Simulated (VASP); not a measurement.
W: single point with revPBE

Crystal: W.

```
W
1.0
     2.53617    0.00000    0.00000
     0.00000    2.53617    0.00000
     0.00000    0.00000    2.53617
W
1
Direct
  0.00000 0.00000 0.00000
```

This cell differs from its parent crystal: volume scaled by 0.88.

```
Program             : VASP 6.6.1
Task                : single point
Functional          : revPBE
Potentials or basis : VASP PAW PBE potentials, release 64 (W_sv)
Cutoff              : 520 eV
k mesh              : 13 × 13 × 13
Occupations         : fermi-dirac, width 0.1 eV
Spin                : no spin polarisation
```

- Pressure: 35.1 GPa
- Band gap on the k mesh: zero (band 7 reaches 13.09 eV, above the bottom of band 8 at 10.12 eV)

Levels at points of the mesh, in eV from the Fermi level:
```tsv
k point	band 4	band 5	band 6	band 7	band 8	band 9	band 10	band 11
(0.00, 0.00, 0.00)	-37.54	-9.23	-5.06	-5.06	5.43	5.43	5.43	15.63
```

Wall time 15 s on 1 thread of Intel Xeon 8259CL, on a shared host, peak memory 0.14 GiB.

Caveat: the PAW data sets were made with another functional, which shifts forces and pressure a little; spin-orbit coupling is left out, which moves the levels of the heavy elements.
